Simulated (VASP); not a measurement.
# Al (P6_3/mmc) in VASP: further runs

Al is run at these levels: r2SCAN; tasks: single point, relaxation of cell and atoms.

Everything below comes from runs of VASP 6.6.1. Logs are shortened: lines on timing, memory, paths and dates and some standing lists are left out, and cuts for length are marked.

## (1) The cell of the first run

It takes space group P6_3/mmc (No. 194, hexagonal). The conventional cell has a = 2.785 Å, b = 2.785 Å, c = 4.808 Å, α = 90.00°, β = 90.00°, γ = 120.00°. Within 3.7 Å of Al (site symmetry -6m2) lie 12 Al at 2.79 to 2.89 Å.

## (2) Single point, r2SCAN

File POSCAR:

```
Al
1.0
    2.7850934404      0.0000000000      0.0000000000
   -1.3925467202      2.4119616713      0.0000000000
    0.0000000000      0.0000000000      4.8082901663
Al
2
Direct
    0.3333333333      0.6666666667      0.2500000000
    0.6666666667      0.3333333333      0.7500000000
```

File INCAR.step1:

```
PREC = Accurate
ENCUT = 520
ISMEAR = 1
SIGMA = 0.1
LREAL = F
LASPH = T
NELM = 80
NBANDS = 10
GGA = PE
ALGO = Normal
EDIFF = 1E-4
LWAVE = T
LCHARG = F
```

File INCAR.step2:

```
PREC = Accurate
ENCUT = 520
EDIFF = 1E-6
ISMEAR = 1
SIGMA = 0.1
LREAL = F
LASPH = T
NELM = 80
ALGO = Normal
ISIF = 2
LWAVE = F
LCHARG = F
METAGGA = R2SCAN
LMIXTAU = T
NBANDS = 10
ISTART = 1
```

File KPOINTS:

```
Automatic mesh
0
Gamma
  9 9 5
```

Potentials or basis: VASP PAW PBE potentials, release 64 (Al).

On the command line:

```console
> cat potpaw_PBE.64/Al/POTCAR > POTCAR
> cp INCAR.step1 INCAR
> mpirun -np 1 vasp_std > vasp.out
> cp INCAR.step2 INCAR
> mpirun -np 1 vasp_std > vasp.out
```

OUTCAR:

```text
PREC = Accurate
   ENCUT = 520
   EDIFF = 1E-6
   ISMEAR = 1
   LREAL = F
   LASPH = T
   NELM = 80
   ISIF = 2
   METAGGA = R2SCAN
   ISTART = 1

 ion  position               nearest neighbor table
   1  0.333  0.667  0.250-   2 2.89   2 2.89   2 2.89   2 2.89   2 2.89   2 2.89
   2  0.667  0.333  0.750-   1 2.89   1 2.89   1 2.89   1 2.89   1 2.89   1 2.89

  LATTYP: Found a hexagonal cell.
 ALAT       =     2.7850934404
 C/A-ratio  =     1.7264376471

  Lattice vectors:

 A1 = (   2.7850934404,   0.0000000000,   0.0000000000)
 A2 = (  -1.3925467202,   2.4119616713,   0.0000000000)
 A3 = (   0.0000000000,   0.0000000000,   4.8082901663)

Analysis of symmetry for initial positions (statically):
=====================================================================
 Subroutine PRICEL returns:
 Original cell was already a primitive cell.

 Routine SETGRP: Setting up the symmetry group for a
 hexagonal supercell.

 Subroutine GETGRP returns: Found 24 space group operations
 (whereof 12 operations were pure point group operations)
 out of a pool of 24 trial point group operations.

The static configuration has the point symmetry D_3d.
 The point group associated with its full space group is D_6h.

Analysis of symmetry for dynamics (positions and initial velocities):
=====================================================================
 Subroutine PRICEL returns:
 Original cell was already a primitive cell.

 Routine SETGRP: Setting up the symmetry group for a
 hexagonal supercell.

 Subroutine GETGRP returns: Found 24 space group operations
 (whereof 12 operations were pure point group operations)
 out of a pool of 24 trial point group operations.

The dynamic configuration has the point symmetry D_3d.
 The point group associated with its full space group is D_6h.

 Subroutine INISYM returns: Found 24 space group operations
 (whereof 12 operations are pure point group operations),
 and found     1 'primitive' translations

----------------------------------------------------------------------------------------

                                     Primitive cell

  volume of cell :      32.2999

  direct lattice vectors                    reciprocal lattice vectors
     2.785093440  0.000000000  0.000000000     0.359054381  0.207300143  0.000000000
    -1.392546720  2.411961671  0.000000000     0.000000000  0.414600287  0.000000000
     0.000000000  0.000000000  4.808290166     0.000000000  0.000000000  0.207974137
[... 85 lines left out ...]
   LREAL  =      F    real-space projection
   EDIFFG = 0.1E-04   stopping-criterion for IOM
   NSW    =      0    number of steps for IOM
   IBRION =     -1    ionic relax: 0-MD 1-quasi-New 2-CG
   NFREE  =      0    steps in history (QN), initial steepest desc. (CG)
   ISIF   =      2    stress and relaxation
   ISYM   =      2    0-nonsym 1-usesym 2-fastsym
   POTIM  = 0.5000    time-step for ionic-motion
   TEBEG  =    0.0;   TEEND  =   0.0 temperature during run
   PSTRESS=    0.0 pullay stress
   NELECT =       6.0000    total number of electrons
   NUPDOWN=      -1.0000    fix difference up-down
   EMIN   =  10.00;   EMAX   =-10.00  energy-range for DOS
   EFERMI =   0.00;   METHOD = LEGACY
   ISMEAR =     1;   SIGMA  =   0.10  broadening in eV -4-tet -1-fermi 0-gaus
   EFERMI_NEDOS =   21; number of points for ismear=-14 and -15
   IALGO  =     38    algorithm
   IMIX   =      4    mixing-type and parameters
     AMIX     =   0.40;   BMIX     =  1.00
     AMIX_MAG =   1.60;   BMIX_MAG =  1.00
  volume/ion in A,a.u.               =      16.15       108.99
  Fermi-wavevector in a.u.,A,eV,Ry     =   0.934096  1.765186 11.871571  0.872536
  Thomas-Fermi vector in A             =   2.060866
   LORBIT       =      0    0 simple, 1 ext, 2 COOP (PROOUT), +10 PAW based schemes
   METAGGA = R2SCAN    functional components
   LHFCALC =     F    Hartree Fock is set to
   AEXX    =    0.0000 exact exchange contribution
   IVDW    =     0    specifies the selected vdW correction
   LEPSILON=     F    determine dielectric tensor
   LRPA    =     F    only Hartree local field effects (RPA)
 non-spin polarized calculation
 Methfessel and Paxton  Order N= 1 SIGMA  =   0.10
  energy-cutoff  :      520.00
  volume of cell :       32.30
 maximum number of plane-waves:       893
 NGX is ok and might be reduce to    24
   NGX = 11   NGY = 11   NGZ = 17

 number of electron       6.0000000 magnetization

 Free energy of the ion-electron system (eV)
  ---------------------------------------------------
  ext. energy  EPLUGINS =         0.00000000
  ---------------------------------------------------
  free energy    TOTEN  =       -13.41275842 eV

  energy without entropy =      -13.41182246  energy(sigma->0) =      -13.41244643

 E-fermi :   8.2902     XC(G=0): -10.9930

 val. band max:        8.1879674081   @ k =   0.4444   0.0000   0.0000
 cond. band min:       8.3114366595   @ k =   0.3333   0.2222   0.2000
 fundamental gap:      0.1234692513
 Fermi energy:         8.2901756164

 k-point     1 :       0.0000    0.0000    0.0000
  band No.  band energies     occupation
      1      -3.7607      2.00000
      2       2.8377      2.00000
      3       2.9689      2.00000
      4      20.2173      0.00000
      5      20.7370      0.00000
      6      20.7370      0.00000
      7      20.7617      0.00000
      8      20.7617      0.00000
      9      22.0289      0.00000
     10      24.2909      0.00000
[... 287 lines left out ...]
 k-point    24 :       0.3333    0.3333    0.2000
  band No.  band energies     occupation
      1       5.1520      2.00000
      2       5.1642      2.00000
      3       5.1642      2.00000
      4       8.9024     -0.00000
      5       9.4477     -0.00000
      6       9.4477     -0.00000
      7      14.3777      0.00000
      8      14.6585      0.00000
      9      14.6585      0.00000
     10      25.2157      0.00000

 [... further k-points ...]
[... 5 lines left out ...]
  --------------------------------------------------------------------------------------
  -------------------------------------------------------------------------------------
  Total       -0.0643331     -0.0643331     -0.0749898      0.0000000     -0.0000000      0.0000000
  in kB       -3.1911283     -3.1911283     -3.7197349      0.0000000     -0.0000000      0.0000000
  external PRESSURE =      -3.3673305 kB  Pullay stress =       0.0000000 kB

 VOLUME and BASIS-vectors are now :
 -----------------------------------------------------------------------------
  energy-cutoff  :      520.00
  volume of cell :       32.30
      direct lattice vectors                 reciprocal lattice vectors
     2.785093440  0.000000000  0.000000000     0.359054381  0.207300143  0.000000000
    -1.392546720  2.411961671  0.000000000     0.000000000  0.414600287  0.000000000
     0.000000000  0.000000000  4.808290166     0.000000000  0.000000000  0.207974137

 POSITION                                       TOTAL-FORCE (eV/Angst)
 -----------------------------------------------------------------------------------
     -0.00000      1.60797      1.20207         0.000000     -0.000000      0.000000
      1.39255      0.80399      3.60622        -0.000000      0.000000      0.000000
 -----------------------------------------------------------------------------------
    total drift:                                0.000000     -0.000000     -0.000000

  FREE ENERGIE OF THE ION-ELECTRON SYSTEM (eV)
  ---------------------------------------------------
  free  energy   TOTEN  =       -13.4127584206 eV

  energy  without entropy=      -13.4118224554  energy(sigma->0) =      -13.41244643
```

OUTCAR.step1:

```text
PREC = Accurate
   ENCUT = 520
   ISMEAR = 1
   LREAL = F
   LASPH = T
[... 536 lines left out ...]
 -----------------------------------------------------------------------------------
     -0.00000      1.60797      1.20207         0.000000     -0.000000      0.000000
      1.39255      0.80399      3.60622        -0.000000      0.000000      0.000000
 -----------------------------------------------------------------------------------
    total drift:                                0.000000     -0.000000     -0.000000

  FREE ENERGIE OF THE ION-ELECTRON SYSTEM (eV)
  ---------------------------------------------------
  free  energy   TOTEN  =        -7.4399313841 eV

  energy  without entropy=       -7.4388817883  energy(sigma->0) =       -7.43958152
```

It took 16 s on 1 thread of Intel Xeon 6975P-C (Granite Rapids), shared host; peak memory 0.15 GiB.

Results:

| Property | Result |
| --- | --- |
| Free energy | -13.4128 eV |
| Pressure | -0.3 GPa |
| Band gap on the k mesh | zero (band 3 reaches 10.56 eV, above the bottom of band 4 at 5.64 eV) |

Levels at points of the mesh, in eV from the Fermi level:
```
           k point  band 1  band 2  band 3  band 4  band 5  band 6  band 7  band 8
(0.00, 0.00, 0.00)  -12.05   -5.45   -5.32   11.93   12.45   12.45   12.47   12.47
```

Caveat: the PAW data sets were made with another functional, which shifts forces and pressure a little.

## (3) Relaxation of cell and atoms, r2SCAN

This run uses another cell than the first one, of 16.54 Å³/atom, 1.024 times its volume.

File POSCAR:

```
Al
1.0
    2.8600000000      0.0000000000      0.0000000000
   -1.4300000000      2.4768326548      0.0000000000
    0.0000000000      0.0000000000      4.6703800000
Al
2
Direct
    0.3333333333      0.6666666667      0.2500000000
    0.6666666667      0.3333333333      0.7500000000
```

File INCAR.step1:

```
SYSTEM = Al
ALGO     = Normal         ! electronic algorithm
EDIFF    = 1E-4           ! SCF threshold, eV
ENCUT    = 600            ! plane-wave cutoff, eV
GGA      = PE             ! functional
ISMEAR   = 1              ! smearing method
LASPH    = .TRUE.         ! aspherical terms in the spheres
LCHARG   = .FALSE.        ! write CHGCAR
LREAL    = .FALSE.        ! projectors in reciprocal space
LWAVE    = .TRUE.         ! write WAVECAR
NELM     = 80             ! most SCF steps
PREC     = Accurate       ! precision mode
SIGMA    = 0.1            ! smearing width, eV
```

File INCAR.step2:

```
SYSTEM = Al
ALGO     = Normal         ! electronic algorithm
EDIFF    = 1E-6           ! SCF threshold, eV
EDIFFG   = -0.02          ! ionic threshold
ENCUT    = 600            ! plane-wave cutoff, eV
IBRION   = 2              ! ionic algorithm
ISIF     = 3              ! what is computed and relaxed
ISMEAR   = 1              ! smearing method
ISTART   = 1            
LASPH    = .TRUE.         ! aspherical terms in the spheres
LCHARG   = .FALSE.        ! write CHGCAR
LMIXTAU  = .TRUE.       
LREAL    = .FALSE.        ! projectors in reciprocal space
LWAVE    = .FALSE.        ! write WAVECAR
METAGGA  = R2SCAN         ! meta-GGA
NELM     = 80             ! most SCF steps
NSW      = 80             ! ionic steps
PREC     = Accurate       ! precision mode
SIGMA    = 0.1            ! smearing width, eV
```

File KPOINTS:

```
k-points
0
G
  9 9 5
  0 0 0
```

Potentials or basis: VASP PAW PBE potentials, release 64 (Al).

On the command line:

```console
> cat potpaw_PBE.64/Al/POTCAR > POTCAR
> cp INCAR.step1 INCAR
> mpirun -np 1 vasp_std > vasp.out
> cp INCAR.step2 INCAR
> mpirun -np 1 vasp_std > vasp.out
```

Run time: 1.9 min. Hardware: 1 thread of Intel Xeon Platinum 8488C (Sapphire Rapids), shared host; peak memory 0.16 GiB.

It converged, with:

* Free energy: -13.4128 eV
* Relaxed volume: 16.09 Å³/atom
* Relaxed cell: a = 2.783 Å, b = 2.783 Å, c = 4.797 Å, α = 90.00°, β = 90.00°, γ = 120.00°
* Space group after relaxing (to 0.05 Å): P6_3/mmc (No. 194)
* Energy gained by relaxing: 16.0 meV/atom
* Ionic steps: 13
* Pressure after relaxing: 0.0 GPa
* Band gap on the k mesh: zero (band 3 reaches 10.61 eV, above the bottom of band 4 at 5.68 eV)

Stress tensor (GPa, compression positive):
```
-0.08  0.00  0.00
 0.00 -0.08  0.00
 0.00  0.00  0.10
```

The path:
| step | energy change (eV) | largest force (eV/Å) | pressure (GPa) | volume (Å³) |
| --- | --- | --- | --- | --- |
| 1 | 0.0000 | 0.0000 | -2.81 | 33.08 |
| 2 | -0.0207 | 0.0000 | 0.86 | 31.71 |
| 3 | -0.0208 | 0.0000 | 0.98 | 31.67 |
| 4 | -0.0307 | 0.0000 | 0.79 | 31.76 |
| 5 | -0.0308 | 0.0000 | 0.80 | 31.76 |
| 6 | -0.0308 | 0.0000 | 0.84 | 31.77 |
| 7 | -0.0309 | 0.0000 | 0.94 | 31.79 |
| 8 | -0.0316 | 0.0000 | -0.36 | 32.25 |
| 9 | -0.0318 | 0.0000 | 0.04 | 32.11 |
| 10 | -0.0318 | 0.0000 | 0.00 | 32.12 |
| 11 | -0.0319 | 0.0000 | 0.00 | 32.15 |
| 12 | -0.0317 | 0.0000 | -0.14 | 32.25 |
| 13 | -0.0320 | 0.0000 | -0.02 | 32.18 |

Final structure:
```cif
data_structure
_symmetry_space_group_name_H-M 'P 1'
_symmetry_Int_Tables_number 1
_cell_length_a 2.7830
_cell_length_b 2.7830
_cell_length_c 4.7968
_cell_angle_alpha 90.000
_cell_angle_beta 90.000
_cell_angle_gamma 120.000
_cell_volume 32.18
loop_
_atom_site_label
_atom_site_type_symbol
_atom_site_fract_x
_atom_site_fract_y
_atom_site_fract_z
_atom_site_occupancy
Al1 Al 0.33333 0.66667 0.25000 1
Al2 Al 0.66667 0.33333 0.75000 1
```

Levels at points of the mesh, in eV from the Fermi level:
```
           k point  band 1  band 2  band 3  band 4  band 5  band 6  band 7
(0.00, 0.00, 0.00)  -12.07   -5.45   -5.30   11.99   12.46   12.46   12.48
```

Caveat: the PAW data sets were made with another functional, which shifts forces and pressure a little.
